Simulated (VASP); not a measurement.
# Rb (Fmmm) in VASP: a series of runs

Runs on Rb. Level: PBEsol. Tasks: single point.

Program: VASP 6.6.1. These are calculated values, not measurements. Logs are shortened: lines on timing, memory, paths and dates and some standing lists are left out, and cuts for length are marked.

### Step 1. The cell of the first run

Symmetry: Fmmm, No. 69, orthorhombic system. The conventional cell has a = 5.612 Å, b = 7.490 Å, c = 8.383 Å, α = 90.00°, β = 90.00°, γ = 90.00°.

### Step 2. Single point, PBEsol (strain +0.1125 x Voigt [0, 0, 0, 1, 0, 0])

INCAR reads:

```
SYSTEM = Rb
PREC     = Accurate       ! precision mode
ENCUT    = 520            ! plane-wave cutoff, eV
EDIFF    = 1E-6           ! SCF threshold, eV
ISMEAR   = 0              ! smearing method
SIGMA    = 0.15           ! smearing width, eV
LREAL    = .FALSE.        ! projectors in reciprocal space
LASPH    = .TRUE.         ! aspherical terms in the spheres
NELM     = 100            ! most SCF steps
ALGO     = Fast           ! electronic algorithm
ISIF     = 2              ! what is computed and relaxed
LWAVE    = .FALSE.        ! write WAVECAR
LCHARG   = .FALSE.        ! write CHGCAR
GGA      = PS             ! functional
NBANDS   = 10             ! bands
```

KPOINTS reads:

```
regular mesh
0
G
  12 12 12
  0 0 0
```

POSCAR reads:

```
Rb
1.0
   -2.8060000000      2.9638375000      2.9638375000
    2.8060000000     -2.6481625000      2.6481625000
    2.8060000000      2.6481625000     -2.6481625000
Rb
1
Direct
    0.0000000000      0.0000000000      0.0000000000
```

Potentials or basis: VASP PAW PBE potentials, release 64 (Rb_sv).

Run with:

```sh
$ cat potpaw_PBE.64/Rb_sv/POTCAR > POTCAR
$ mpirun -np 1 vasp_std > vasp.out
```

OUTCAR:

```text
SYSTEM = Rb
   PREC = Accurate
   ENCUT = 520
   EDIFF = 1E-6
   ISMEAR = 0
   LREAL = .FALSE.
   LASPH = .TRUE.
   NELM = 100
   ISIF = 2
   GGA = PS

 ion  position               nearest neighbor table
   1  0.000  0.000  0.000-

  LATTYP: Found a face centered orthorhombic cell.
 ALAT       =     5.6120000000
 B/A-ratio  =     1.3346640495
 C/A-ratio  =     1.4937630753

  Lattice vectors:

 A1 = (   0.0000000000,   5.6120000000,   0.3156750000)
 A2 = (   2.8060000000,   2.9638375000,   2.9638375000)
 A3 = (   2.8060000000,   2.6481625000,  -2.6481625000)

Analysis of symmetry for initial positions (statically):
=====================================================================
 Subroutine PRICEL returns:
 Original cell was already a primitive cell.

 Routine SETGRP: Setting up the symmetry group for a
 face centered orthorhombic supercell.

 Subroutine GETGRP returns: Found  8 space group operations
 (whereof  8 operations were pure point group operations)
 out of a pool of  8 trial point group operations.

The static configuration has the point symmetry D_2h.

Analysis of symmetry for dynamics (positions and initial velocities):
=====================================================================
 Subroutine PRICEL returns:
 Original cell was already a primitive cell.

 Routine SETGRP: Setting up the symmetry group for a
 face centered orthorhombic supercell.

 Subroutine GETGRP returns: Found  8 space group operations
 (whereof  8 operations were pure point group operations)
 out of a pool of  8 trial point group operations.

The dynamic configuration has the point symmetry D_2h.

 Subroutine INISYM returns: Found  8 space group operations
 (whereof  8 operations are pure point group operations),
 and found     1 'primitive' translations

----------------------------------------------------------------------------------------

                                     Primitive cell

  volume of cell :      88.0941

  direct lattice vectors                    reciprocal lattice vectors
    -2.806000000  2.963837500  2.963837500     0.000000000  0.168700207  0.168700207
     2.806000000 -2.648162500  2.648162500     0.178189594 -0.010054979  0.178755186
     2.806000000  2.648162500 -2.648162500     0.178189594  0.178755186 -0.010054979

  length of vectors
     5.044036226  4.679654395  4.679654395     0.238578121  0.252598596  0.252598596

  position of ions in fractional coordinates (direct lattice)
     0.000000000  0.000000000  0.000000000

  ion indices of the primitive-cell ions
   primitive index   ion index
                 1           1

----------------------------------------------------------------------------------------

 KPOINTS: regular mesh

Automatic generation of k-mesh.
 Grid dimensions read from file:
 generate k-points for:   12   12   12

 Generating k-lattice:

  Cartesian coordinates                     Fractional coordinates (reciprocal lattice)
     0.000000000  0.014058351  0.014058351     0.083333333  0.000000000  0.000000000
     0.014849133 -0.000837915  0.014896266    -0.000000000  0.083333333  0.000000000
     0.014849133  0.014896266 -0.000837915    -0.000000000  0.000000000  0.083333333

  Length of vectors
     0.019881510  0.021049883  0.021049883

  Shift w.r.t. Gamma in fractional coordinates (k-lattice)
     0.000000000  0.000000000  0.000000000

 Subroutine IBZKPT returns following result:
 ===========================================

 Found    280 irreducible k-points:

 Following reciprocal coordinates:
            Coordinates               Weight
  0.000000  0.000000  0.000000      1.000000
  0.083333  0.000000  0.000000      2.000000
  0.166667  0.000000  0.000000      2.000000
  0.250000  0.000000  0.000000      2.000000
  0.333333  0.000000  0.000000      2.000000
  0.416667  0.000000  0.000000      2.000000
[... 16 lines left out ...]
  0.166667  0.250000 -0.000000      8.000000
  0.250000  0.250000 -0.000000      8.000000
 [... further k-points ...]
   k-points           NKPTS =    280   k-points in BZ     NKDIM =    280   number of bands    NBANDS=     10
   number of dos      NEDOS =    301   number of ions     NIONS =      1
   total plane-waves  NPLWV =  51840
   dimension x,y,z NGX =    40 NGY =   36 NGZ =   36
   dimension x,y,z NGXF=    80 NGYF=   72 NGZF=   72
   ions per type =               1
   NGX,Y,Z   is equivalent  to a cutoff of  13.18, 12.79, 12.79 a.u.
   NGXF,Y,Z  is equivalent  to a cutoff of  26.37, 25.58, 25.58 a.u.
 SYSTEM =  Rb
   PREC   = accura    normal or accurate (medium, high low for compatibility)
   ISTART =      0    job   : 0-new  1-cont  2-samecut
   ICHARG =      2    charge: 1-file 2-atom 10-const
   ISPIN  =      1    spin polarized calculation?
   LNONCOLLINEAR =      F non collinear calculations
   LSORBIT =      F    spin-orbit coupling
   LASPH  =      T    aspherical Exc in radial PAW
   ENCUT  =  520.0 eV  38.22 Ry    6.18 a.u.   9.38  8.70  8.70*2*pi/ulx,y,z
   NELM   =    100;   NELMIN=  2; NELMDL= -5     # of ELM steps
   EDIFF  = 0.1E-05   stopping-criterion for ELM
   LREAL  =      F    real-space projection
   EDIFFG = 0.1E-04   stopping-criterion for IOM
   NSW    =      0    number of steps for IOM
   IBRION =     -1    ionic relax: 0-MD 1-quasi-New 2-CG
   NFREE  =      0    steps in history (QN), initial steepest desc. (CG)
   ISIF   =      2    stress and relaxation
   ISYM   =      2    0-nonsym 1-usesym 2-fastsym
   POTIM  = 0.5000    time-step for ionic-motion
   TEBEG  =    0.0;   TEEND  =   0.0 temperature during run
   PSTRESS=    0.0 pullay stress
   NELECT =       9.0000    total number of electrons
   NUPDOWN=      -1.0000    fix difference up-down
   EMIN   =  10.00;   EMAX   =-10.00  energy-range for DOS
   EFERMI =   0.00;   METHOD = LEGACY
   ISMEAR =     0;   SIGMA  =   0.15  broadening in eV -4-tet -1-fermi 0-gaus
   EFERMI_NEDOS =   21; number of points for ismear=-14 and -15
   IALGO  =     68    algorithm
   IMIX   =      4    mixing-type and parameters
     AMIX     =   0.40;   BMIX     =  1.00
     AMIX_MAG =   1.60;   BMIX_MAG =  1.00
  volume/ion in A,a.u.               =      88.09       594.49
  Fermi-wavevector in a.u.,A,eV,Ry     =   0.765315  1.446235  7.969024  0.585707
  Thomas-Fermi vector in A             =   1.865408
   LORBIT       =      0    0 simple, 1 ext, 2 COOP (PROOUT), +10 PAW based schemes
   GGA     = PS    functional components
   LHFCALC =     F    Hartree Fock is set to
   AEXX    =    0.0000 exact exchange contribution
   IVDW    =     0    specifies the selected vdW correction
   LEPSILON=     F    determine dielectric tensor
   LRPA    =     F    only Hartree local field effects (RPA)
 non-spin polarized calculation
 RMM-DIIS sequential band-by-band and
 Gauss-broadening in eV      SIGMA  =   0.15
  energy-cutoff  :      520.00
  volume of cell :       88.09
 maximum number of plane-waves:      2397
 NGX is ok and might be reduce to    40
   NGX = 19   NGY = 17   NGZ = 17

 number of electron       9.0000000 magnetization

 Free energy of the ion-electron system (eV)
  ---------------------------------------------------
  ext. energy  EPLUGINS =         0.00000000
  ---------------------------------------------------
  free energy    TOTEN  =        -1.02214308 eV

  energy without entropy =       -1.01171457  energy(sigma->0) =       -1.01692883

 E-fermi :   0.0200     XC(G=0):  -5.6015

 val. band max:        0.0151071355   @ k =   0.0000  -0.4167   0.4167
 cond. band min:       0.0338727718   @ k =   0.5000   0.0000   0.0000
 fundamental gap:      0.0187656363
 Fermi energy:         0.0200132162

 k-point     1 :       0.0000    0.0000    0.0000
  band No.  band energies     occupation
      1     -28.8312      2.00000
      2     -12.8800      2.00000
      3     -12.8715      2.00000
      4     -12.8662      2.00000
      5      -1.9993      2.00000
      6       3.4731      0.00000
      7       3.5170      0.00000
      8       3.9949      0.00000
      9       4.7214      0.00000
     10       4.9367      0.00000

 k-point     2 :       0.0833    0.0000    0.0000
  band No.  band energies     occupation
      1     -28.8310      2.00000
      2     -12.8857      2.00000
      3     -12.8729      2.00000
      4     -12.8664      2.00000
      5      -1.9241      2.00000
      6       3.3014      0.00000
      7       3.3901      0.00000
      8       4.0652      0.00000
      9       4.7263      0.00000
     10       4.8913      0.00000

 k-point     3 :       0.1667    0.0000    0.0000
  band No.  band energies     occupation
      1     -28.8304      2.00000
      2     -12.9011      2.00000
      3     -12.8769      2.00000
      4     -12.8669      2.00000
      5      -1.7032      2.00000
      6       2.7936      0.00000
      7       3.1925      0.00000
      8       4.2742      0.00000
      9       4.7556      0.00000
     10       4.8955      0.00000

 k-point     4 :       0.2500    0.0000    0.0000
  band No.  band energies     occupation
      1     -28.8296      2.00000
      2     -12.9220      2.00000
      3     -12.8822      2.00000
      4     -12.8676      2.00000
      5      -1.3501      2.00000
      6       2.1939      0.00000
      7       2.9691      0.00000
      8       4.6163      0.00000
      9       4.8389      0.00000
     10       4.9504      0.00000

 k-point     5 :       0.3333    0.0000    0.0000
  band No.  band energies     occupation
      1     -28.8289      2.00000
      2     -12.9426      2.00000
      3     -12.8876      2.00000
      4     -12.8683      2.00000
      5      -0.8884      2.00000
      6       1.5834      0.00000
      7       2.7807      0.00000
      8       4.9253      0.00000
      9       5.0023      0.00000
     10       5.0820      0.00000

 k-point     6 :       0.4167    0.0000    0.0000
  band No.  band energies     occupation
      1     -28.8283      2.00000
      2     -12.9575      2.00000
      3     -12.8915      2.00000
      4     -12.8688      2.00000
      5      -0.3593      1.99965
      6       0.9862      0.00000
      7       2.6584      0.00000
      8       4.7701      0.00000
      9       5.2613      0.00000
     10       5.7193      0.00000
[... 183 lines left out ...]
 k-point    21 :      -0.0000    0.2500   -0.0000
  band No.  band energies     occupation
      1     -28.8284      2.00000
      2     -12.9318      2.00000
      3     -12.8918      2.00000
      4     -12.8698      2.00000
      5      -1.2685      2.00000
      6       2.5021      0.00000
      7       2.9959      0.00000
      8       4.2279      0.00000
      9       4.5755      0.00000
     10       4.8146      0.00000

 k-point    22 :       0.0833    0.2500   -0.0000
  band No.  band energies     occupation
      1     -28.8280      2.00000
      2     -12.9391      2.00000
      3     -12.8998      2.00000
      4     -12.8714      2.00000
      5      -0.9993      2.00000
      6       2.1932      0.00000
      7       2.7055      0.00000
      8       4.4532      0.00000
      9       4.6573      0.00000
     10       5.0153      0.00000

 k-point    23 :       0.1667    0.2500   -0.0000
  band No.  band energies     occupation
      1     -28.8274      2.00000
      2     -12.9454      2.00000
      3     -12.9103      2.00000
      4     -12.8740      2.00000
      5      -0.6115      2.00000
      6       1.8831      0.00000
      7       2.3387      0.00000
      8       4.5182      0.00000
      9       4.7614      0.00000
     10       5.2071      0.00000

 k-point    24 :       0.2500    0.2500   -0.0000
  band No.  band energies     occupation
      1     -28.8269      2.00000
      2     -12.9479      2.00000
      3     -12.9223      2.00000
      4     -12.8764      2.00000
      5      -0.1267      1.83333
      6       1.5028      0.00000
      7       2.0329      0.00000
      8       4.4253      0.00000
      9       4.7288      0.00000
     10       5.4485      0.00000

 [... further k-points ...]

------------------------ aborting loop because EDIFF is reached ----------------------------------------

  FORCE on cell =-STRESS in cart. coord.  units (eV):
  Direction    XX          YY          ZZ          XY          YZ          ZX
  --------------------------------------------------------------------------------------
  -------------------------------------------------------------------------------------
  Total       -0.0089874     -0.0300814     -0.0300814     -0.0000000     -0.1201768      0.0000000
  in kB       -0.1634548     -0.5470946     -0.5470946     -0.0000000     -2.1856691      0.0000000
  external PRESSURE =      -0.4192147 kB  Pullay stress =       0.0000000 kB

 VOLUME and BASIS-vectors are now :
 -----------------------------------------------------------------------------
  energy-cutoff  :      520.00
  volume of cell :       88.09
      direct lattice vectors                 reciprocal lattice vectors
    -2.806000000  2.963837500  2.963837500     0.000000000  0.168700207  0.168700207
     2.806000000 -2.648162500  2.648162500     0.178189594 -0.010054979  0.178755186
     2.806000000  2.648162500 -2.648162500     0.178189594  0.178755186 -0.010054979

 POSITION                                       TOTAL-FORCE (eV/Angst)
 -----------------------------------------------------------------------------------
      0.00000      0.00000      0.00000         0.000000     -0.000000     -0.000000
 -----------------------------------------------------------------------------------
    total drift:                                0.000000     -0.000000     -0.000000

  FREE ENERGIE OF THE ION-ELECTRON SYSTEM (eV)
  ---------------------------------------------------
  free  energy   TOTEN  =        -1.0221430811 eV

  energy  without entropy=       -1.0117145727  energy(sigma->0) =       -1.01692883
```

Wall time 2.1 min (1 thread of AMD EPYC 9R45 (Zen 5), shared host); peak memory 0.35 GiB.

What came out:

- Free energy: -1.0221 eV
- Pressure: 0.0 GPa
- Band gap on the k mesh: zero (an odd number of electrons rules out a gap without spin polarisation)

Stress tensor (GPa, compression positive):
```
-0.02  0.00  0.00
 0.00 -0.05 -0.22
 0.00 -0.22 -0.05
```

Levels at points of the mesh, in eV from the Fermi level:
| k point | band 1 | band 2 | band 3 | band 4 | band 5 | band 6 | band 7 | band 8 | band 9 |
| --- | --- | --- | --- | --- | --- | --- | --- | --- | --- |
| (0.00, 0.00, 0.00) | -28.85 | -12.90 | -12.89 | -12.89 | -2.02 | 3.45 | 3.50 | 3.97 | 4.70 |
| (0.50, 0.00, 0.00) | -28.85 | -12.98 | -12.91 | -12.89 | 0.01 | 0.55 | 2.60 | 4.66 | 5.55 |
| (0.00, 0.50, 0.00) | -28.85 | -13.01 | -12.93 | -12.89 | 0.24 | 0.81 | 2.55 | 4.37 | 5.05 |
| (0.00, 0.50, 0.50) | -28.84 | -13.02 | -12.95 | -12.89 | 0.43 | 1.10 | 2.56 | 4.03 | 4.92 |
| (0.50, 0.50, 0.50) | -28.84 | -13.00 | -12.98 | -12.94 | 1.22 | 1.28 | 3.32 | 3.32 | 3.41 |

Caveat: the cell differs from its parent crystal (strain +0.1125 x Voigt [0, 0, 0, 1, 0, 0]); the PAW data sets were made with another functional, which shifts forces and pressure a little.

(Continued in part 2 of 2.)
